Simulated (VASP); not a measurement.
# GeS (Pnma) in VASP: single point with r2SCAN

Aim: the single point of GeS with r2SCAN.

Everything below comes from runs of VASP 6.6.1. Logs are shortened: lines on timing, memory, paths and dates and some standing lists are left out, and cuts for length are marked.

### Step 1. The cell of the first run

It takes space group Pnma (No. 62, orthorhombic). Conventional cell: a = 10.832 Å, b = 3.590 Å, c = 4.547 Å, α = 90.00°, β = 90.00°, γ = 90.00°. Within 3.2 Å of Ge (site symmetry m) lie 3 S at 2.42 to 2.44 Å. S (site symmetry m) has 3 Ge at 2.42 to 2.44 Å within 3.2 Å.

### Step 2. Single point, r2SCAN

Input file POSCAR:

```
GeS
1.0
   10.8318788575      0.0000000000      0.0000000000
    0.0000000000      3.5897086497      0.0000000000
    0.0000000000      0.0000000000      4.5471733315
Ge S
4 4
Direct
    0.1281668048      0.2500000000      0.1357285406
    0.8718331952      0.7500000000      0.8642714594
    0.3718331952      0.7500000000      0.6357285406
    0.6281668048      0.2500000000      0.3642714594
    0.8445675741      0.2500000000      0.5131984588
    0.1554324259      0.7500000000      0.4868015412
    0.6554324259      0.7500000000      0.0131984588
    0.3445675741      0.2500000000      0.9868015412
```

Input file INCAR.step1:

```
ALGO     = Normal         # electronic algorithm
EDIFF    = 1E-5           # SCF threshold, eV
ENCUT    = 550            # plane-wave cutoff, eV
GGA      = PE             # functional
GGA_COMPAT= F            
ISMEAR   = 0              # smearing method
LASPH    = T              # aspherical terms in the spheres
LCHARG   = F              # write CHGCAR
LREAL    = F              # projectors in reciprocal space
LWAVE    = T              # write WAVECAR
NBANDS   = 50             # bands
NELM     = 120            # most SCF steps
PREC     = Accurate       # precision mode
SIGMA    = 0.02           # smearing width, eV
```

Input file INCAR.step2:

```
ALGO     = Normal         # electronic algorithm
EDIFF    = 1E-6           # SCF threshold, eV
ENCUT    = 550            # plane-wave cutoff, eV
GGA_COMPAT= F            
ISIF     = 2              # what is computed and relaxed
ISMEAR   = 0              # smearing method
ISTART   = 1            
LASPH    = T              # aspherical terms in the spheres
LCHARG   = F              # write CHGCAR
LMIXTAU  = T            
LREAL    = F              # projectors in reciprocal space
LWAVE    = F              # write WAVECAR
METAGGA  = R2SCAN         # meta-GGA
NBANDS   = 50             # bands
NELM     = 120            # most SCF steps
PREC     = Accurate       # precision mode
SIGMA    = 0.02           # smearing width, eV
```

Input file KPOINTS:

```
k-points
0
Gamma
  4 8 6
```

Potentials or basis: VASP PAW PBE potentials, release 64 (Ge_d, S).

Run with:

```
$ cat potpaw_PBE.64/Ge_d/POTCAR potpaw_PBE.64/S/POTCAR > POTCAR
$ cp INCAR.step1 INCAR
$ mpirun -np 1 vasp_std > vasp.out
$ cp INCAR.step2 INCAR
$ mpirun -np 1 vasp_std > vasp.out
```

OUTCAR:

```text
EDIFF = 1E-6
   ENCUT = 550
   ISIF = 2
   ISMEAR = 0
   ISTART = 1
   LASPH = T
   LREAL = F
   METAGGA = R2SCAN
   NELM = 120
   PREC = Accurate

 ion  position               nearest neighbor table
   1  0.128  0.250  0.136-   6 2.42   6 2.42   8 2.44
   2  0.872  0.750  0.864-   5 2.42   5 2.42   7 2.44
   3  0.372  0.750  0.636-   8 2.42   8 2.42   6 2.44
   4  0.628  0.250  0.364-   7 2.42   7 2.42   5 2.44
   5  0.845  0.250  0.513-   2 2.42   2 2.42   4 2.44
   6  0.155  0.750  0.487-   1 2.42   1 2.42   3 2.44
   7  0.655  0.750  0.013-   4 2.42   4 2.42   2 2.44
   8  0.345  0.250  0.987-   3 2.42   3 2.42   1 2.44

  LATTYP: Found a simple orthorhombic cell.
 ALAT       =     3.5897086497
 B/A-ratio  =     1.2667249003
 C/A-ratio  =     3.0174813375

  Lattice vectors:

 A1 = (   0.0000000000,   3.5897086497,   0.0000000000)
 A2 = (   0.0000000000,   0.0000000000,   4.5471733315)
 A3 = (  10.8318788575,   0.0000000000,   0.0000000000)

Analysis of symmetry for initial positions (statically):
=====================================================================
 Subroutine PRICEL returns:
 Original cell was already a primitive cell.

 Routine SETGRP: Setting up the symmetry group for a
 simple orthorhombic supercell.

 Subroutine GETGRP returns: Found  8 space group operations
 (whereof  2 operations were pure point group operations)
 out of a pool of  8 trial point group operations.

The static configuration has the point symmetry S_2 .
 The point group associated with its full space group is D_2h.

Analysis of symmetry for dynamics (positions and initial velocities):
=====================================================================
 Subroutine PRICEL returns:
 Original cell was already a primitive cell.

 Routine SETGRP: Setting up the symmetry group for a
 simple orthorhombic supercell.

 Subroutine GETGRP returns: Found  8 space group operations
 (whereof  2 operations were pure point group operations)
 out of a pool of  8 trial point group operations.

The dynamic configuration has the point symmetry S_2 .
 The point group associated with its full space group is D_2h.

 Subroutine INISYM returns: Found  8 space group operations
 (whereof  2 operations are pure point group operations),
 and found     1 'primitive' translations

----------------------------------------------------------------------------------------

                                     Primitive cell

  volume of cell :     176.8091

  direct lattice vectors                    reciprocal lattice vectors
    10.831878857  0.000000000  0.000000000     0.092320087  0.000000000  0.000000000
     0.000000000  3.589708650  0.000000000     0.000000000  0.278574140  0.000000000
     0.000000000  0.000000000  4.547173331     0.000000000  0.000000000  0.219916842

  length of vectors
    10.831878857  3.589708650  4.547173331     0.092320087  0.278574140  0.219916842

  position of ions in fractional coordinates (direct lattice)
     0.128166805  0.250000000  0.135728541
     0.871833195  0.750000000  0.864271459
     0.371833195  0.750000000  0.635728541
     0.628166805  0.250000000  0.364271459
     0.844567574  0.250000000  0.513198459
     0.155432426  0.750000000  0.486801541
     0.655432426  0.750000000  0.013198459
     0.344567574  0.250000000  0.986801541

  ion indices of the primitive-cell ions
   primitive index   ion index
                 1           1
                 2           2
                 3           3
                 4           4
                 5           5
                 6           6
                 7           7
                 8           8

----------------------------------------------------------------------------------------

 KPOINTS: k-points

Automatic generation of k-mesh.
 Grid dimensions read from file:
 generate k-points for:    4    8    6

 Generating k-lattice:

  Cartesian coordinates                     Fractional coordinates (reciprocal lattice)
     0.023080022  0.000000000  0.000000000     0.250000000  0.000000000  0.000000000
     0.000000000  0.034821768  0.000000000     0.000000000  0.125000000  0.000000000
     0.000000000  0.000000000  0.036652807     0.000000000  0.000000000  0.166666667

  Length of vectors
     0.023080022  0.034821768  0.036652807

  Shift w.r.t. Gamma in fractional coordinates (k-lattice)
     0.000000000  0.000000000  0.000000000

 Subroutine IBZKPT returns following result:
 ===========================================

 Found     60 irreducible k-points:

 Following reciprocal coordinates:
            Coordinates               Weight
  0.000000  0.000000  0.000000      1.000000
  0.250000  0.000000  0.000000      2.000000
  0.500000  0.000000  0.000000      1.000000
  0.000000  0.125000  0.000000      2.000000
  0.250000  0.125000  0.000000      4.000000
  0.500000  0.125000  0.000000      2.000000
[... 16 lines left out ...]
  0.250000  0.250000  0.166667      8.000000
  0.500000  0.250000  0.166667      4.000000
 [... further k-points ...]
   k-points           NKPTS =     60   k-points in BZ     NKDIM =     60   number of bands    NBANDS=     50
   number of dos      NEDOS =    301   number of ions     NIONS =      8
   total plane-waves  NPLWV =  84672
   dimension x,y,z NGX =    84 NGY =   28 NGZ =   36
   dimension x,y,z NGXF=   168 NGYF=   56 NGZF=   72
   ions per type =               4   4
   NGX,Y,Z   is equivalent  to a cutoff of  12.89, 12.97, 13.16 a.u.
   NGXF,Y,Z  is equivalent  to a cutoff of  25.78, 25.93, 26.32 a.u.
 SYSTEM =  unknown system
   PREC   = accura    normal or accurate (medium, high low for compatibility)
   ISTART =      1    job   : 0-new  1-cont  2-samecut
   ICHARG =      0    charge: 1-file 2-atom 10-const
   ISPIN  =      1    spin polarized calculation?
   LNONCOLLINEAR =      F non collinear calculations
   LSORBIT =      F    spin-orbit coupling
   LASPH  =      T    aspherical Exc in radial PAW
   ENCUT  =  550.0 eV  40.42 Ry    6.36 a.u.  20.71  6.86  8.70*2*pi/ulx,y,z
   NELM   =    120;   NELMIN=  2; NELMDL=  0     # of ELM steps
   EDIFF  = 0.1E-05   stopping-criterion for ELM
   LREAL  =      F    real-space projection
   EDIFFG = 0.1E-04   stopping-criterion for IOM
   NSW    =      0    number of steps for IOM
   IBRION =     -1    ionic relax: 0-MD 1-quasi-New 2-CG
   NFREE  =      0    steps in history (QN), initial steepest desc. (CG)
   ISIF   =      2    stress and relaxation
   ISYM   =      2    0-nonsym 1-usesym 2-fastsym
   POTIM  = 0.5000    time-step for ionic-motion
   TEBEG  =    0.0;   TEEND  =   0.0 temperature during run
   PSTRESS=    0.0 pullay stress
   NELECT =      80.0000    total number of electrons
   NUPDOWN=      -1.0000    fix difference up-down
   EMIN   =  10.00;   EMAX   =-10.00  energy-range for DOS
   EFERMI =   0.00;   METHOD = LEGACY
   ISMEAR =     0;   SIGMA  =   0.02  broadening in eV -4-tet -1-fermi 0-gaus
   EFERMI_NEDOS =   21; number of points for ismear=-14 and -15
   IALGO  =     38    algorithm
   IMIX   =      4    mixing-type and parameters
     AMIX     =   0.40;   BMIX     =  1.00
     AMIX_MAG =   1.60;   BMIX_MAG =  1.00
  volume/ion in A,a.u.               =      22.10       149.15
  Fermi-wavevector in a.u.,A,eV,Ry     =   1.256811  2.375029 21.491409  1.579574
  Thomas-Fermi vector in A             =   2.390501
   LORBIT       =      0    0 simple, 1 ext, 2 COOP (PROOUT), +10 PAW based schemes
   METAGGA = R2SCAN    functional components
   LHFCALC =     F    Hartree Fock is set to
   AEXX    =    0.0000 exact exchange contribution
   IVDW    =     0    specifies the selected vdW correction
   LEPSILON=     F    determine dielectric tensor
   LRPA    =     F    only Hartree local field effects (RPA)
 non-spin polarized calculation
 Gauss-broadening in eV      SIGMA  =   0.02
  energy-cutoff  :      550.00
  volume of cell :      176.81
 maximum number of plane-waves:      5208
 NGX is ok and might be reduce to    84
   NGX = 41   NGY = 13   NGZ = 17

 number of electron      79.9999988 magnetization

 Free energy of the ion-electron system (eV)
  ---------------------------------------------------
  ext. energy  EPLUGINS =         0.00000000
  ---------------------------------------------------
  free energy    TOTEN  =       -89.59942485 eV

  energy without entropy =      -89.59942485  energy(sigma->0) =      -89.59942485

 E-fermi :   4.3561     XC(G=0): -10.3444

 val. band max:        4.2454977892   @ k =   0.0000   0.0000   0.0000
 cond. band min:       5.5981147913   @ k =   0.0000   0.0000   0.0000
 fundamental gap:      1.3526170021
 Fermi energy:         4.3561199562

 k-point     1 :       0.0000    0.0000    0.0000
  band No.  band energies     occupation
      1     -20.9805      2.00000
      2     -20.9781      2.00000
      3     -20.9709      2.00000
      4     -20.9692      2.00000
      5     -20.9655      2.00000
      6     -20.9648      2.00000
[... 42 lines left out ...]
     49      10.0961      0.00000
     50      10.4337      0.00000

 k-point     2 :       0.2500    0.0000    0.0000
  band No.  band energies     occupation
      1     -20.9802      2.00000
      2     -20.9785      2.00000
      3     -20.9706      2.00000
      4     -20.9694      2.00000
      5     -20.9654      2.00000
      6     -20.9649      2.00000
[... 42 lines left out ...]
     49      10.1456      0.00000
     50      10.1783      0.00000

 k-point     3 :       0.5000    0.0000    0.0000
  band No.  band energies     occupation
      1     -20.9794      2.00000
      2     -20.9794      2.00000
      3     -20.9699      2.00000
      4     -20.9699      2.00000
      5     -20.9652      2.00000
      6     -20.9652      2.00000
[... 42 lines left out ...]
     49       9.8145      0.00000
     50       9.8145      0.00000

 k-point     4 :       0.0000    0.1250    0.0000
  band No.  band energies     occupation
      1     -20.9784      2.00000
      2     -20.9765      2.00000
      3     -20.9688      2.00000
      4     -20.9679      2.00000
      5     -20.9662      2.00000
      6     -20.9661      2.00000
[... 999 lines left out ...]
 k-point    23 :       0.2500    0.2500    0.1667
  band No.  band energies     occupation
      1     -20.9746      2.00000
      2     -20.9740      2.00000
      3     -20.9708      2.00000
      4     -20.9703      2.00000
      5     -20.9643      2.00000
      6     -20.9640      2.00000
[... 42 lines left out ...]
     49       9.0514      0.00000
     50       9.6946      0.00000

 k-point    24 :       0.5000    0.2500    0.1667
  band No.  band energies     occupation
      1     -20.9743      2.00000
      2     -20.9743      2.00000
      3     -20.9705      2.00000
      4     -20.9705      2.00000
      5     -20.9642      2.00000
      6     -20.9642      2.00000
[... 42 lines left out ...]
     49       9.3203      0.00000
     50       9.3203      0.00000

 [... further k-points ...]
[... 5 lines left out ...]
  --------------------------------------------------------------------------------------
  -------------------------------------------------------------------------------------
  Total       -0.0102324     -0.0320638      0.0224861      0.0000000      0.0000000      0.0000000
  in kB       -0.0927221     -0.2905505      0.2037609      0.0000000      0.0000000      0.0000000
  external PRESSURE =      -0.0598372 kB  Pullay stress =       0.0000000 kB

 VOLUME and BASIS-vectors are now :
 -----------------------------------------------------------------------------
  energy-cutoff  :      550.00
  volume of cell :      176.81
      direct lattice vectors                 reciprocal lattice vectors
    10.831878857  0.000000000  0.000000000     0.092320087  0.000000000  0.000000000
     0.000000000  3.589708650  0.000000000     0.000000000  0.278574140  0.000000000
     0.000000000  0.000000000  4.547173331     0.000000000  0.000000000  0.219916842

 POSITION                                       TOTAL-FORCE (eV/Angst)
 -----------------------------------------------------------------------------------
      1.38829      0.89743      0.61718         0.002193      0.000000      0.000726
      9.44359      2.69228      3.92999        -0.002193     -0.000000     -0.000726
      4.02765      2.69228      2.89077        -0.002193     -0.000000      0.000726
      6.80423      0.89743      1.65641         0.002193      0.000000     -0.000726
      9.14825      0.89743      2.33360         0.000000     -0.000000     -0.003253
      1.68363      2.69228      2.21357        -0.000000     -0.000000      0.003253
      7.09956      2.69228      0.06002        -0.000000     -0.000000     -0.003253
      3.73231      0.89743      4.48716         0.000000     -0.000000      0.003253
 -----------------------------------------------------------------------------------
    total drift:                                0.000000     -0.000000      0.000000

  FREE ENERGIE OF THE ION-ELECTRON SYSTEM (eV)
  ---------------------------------------------------
  free  energy   TOTEN  =       -89.5994248489 eV

  energy  without entropy=      -89.5994248489  energy(sigma->0) =      -89.59942485
```

It took 12 min on 1 thread of Intel Xeon 6975P-C (Granite Rapids), shared host; peak memory 0.58 GiB.

What came out:

- Free energy: -89.5994 eV
- Pressure: 0.0 GPa
- Largest force: 0.003 eV/Å
- Band gap on the k mesh: 1.35 eV

Forces on the atoms (eV/Å):
```
Ge   0.002  0.000  0.001
Ge  -0.002  0.000 -0.001
Ge  -0.002  0.000  0.001
Ge   0.002  0.000 -0.001
S    0.000  0.000 -0.003
S    0.000  0.000  0.003
S    0.000  0.000 -0.003
S    0.000  0.000  0.003
```

Caveat: the PAW data sets were made with another functional, which shifts forces and pressure a little. A k mesh can miss the band edges.
